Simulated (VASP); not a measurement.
Here is a VASP 6.6.1 calculation.

INCAR

```
  PREC = Accurate
  ENCUT = 600
  EDIFF = 1E-6
  ISMEAR = 0
  SIGMA = 0.05
  LREAL = False
  LASPH = True
  NELM = 60
  ALGO = Normal
  ISIF = 4
  LWAVE = False
  LCHARG = False
  GGA = PS
  IBRION = 2
  NSW = 60
  EDIFFG = -0.01
```

The input KPOINTS:

```
Automatic mesh
0
Gamma
  8 8 6
```

Contents of POSCAR:

```
BiN
1.0
    4.0411449918      0.0000000000      0.0000000000
    0.0000000000      4.0411449918      0.0000000000
    0.0000000000      0.0000000000      4.9806743966
Bi N
2 2
Direct
    0.5000000000      0.0000000000      0.2217482612
    0.0000000000      0.5000000000      0.7782517388
    0.0000000000      0.0000000000      0.0000000000
    0.5000000000      0.5000000000      0.0000000000
```

Potentials or basis: VASP PAW PBE potentials, release 64 (Bi_d, N).

The run is started by

```sh
$ cat potpaw_PBE.64/Bi_d/POTCAR potpaw_PBE.64/N/POTCAR > POTCAR
$ mpirun -np 1 vasp_std > vasp.out
```

**Question.** Estimate the band gap on the k mesh.

**Answer.** Zero (bands 20 and 21 overlap by 0.30 eV).

Step by step:
| step | energy change (eV) | largest force (eV/Å) | pressure (GPa) | volume (Å³) |
| --- | --- | --- | --- | --- |
| 1 | 0.0000 | 0.2137 | -2.19 | 81.34 |
| 2 | -0.0041 | 0.0585 | -1.52 | 81.34 |
| 3 | -0.0049 | 0.0563 | -1.03 | 81.34 |
| 4 | -0.0059 | 0.0238 | -0.91 | 81.34 |
| 5 | -0.0060 | 0.0043 | -0.82 | 81.34 |

Caveat: the PAW data sets were made with another functional, which shifts forces and pressure a little; spin-orbit coupling is left out, which moves the levels of the heavy elements.
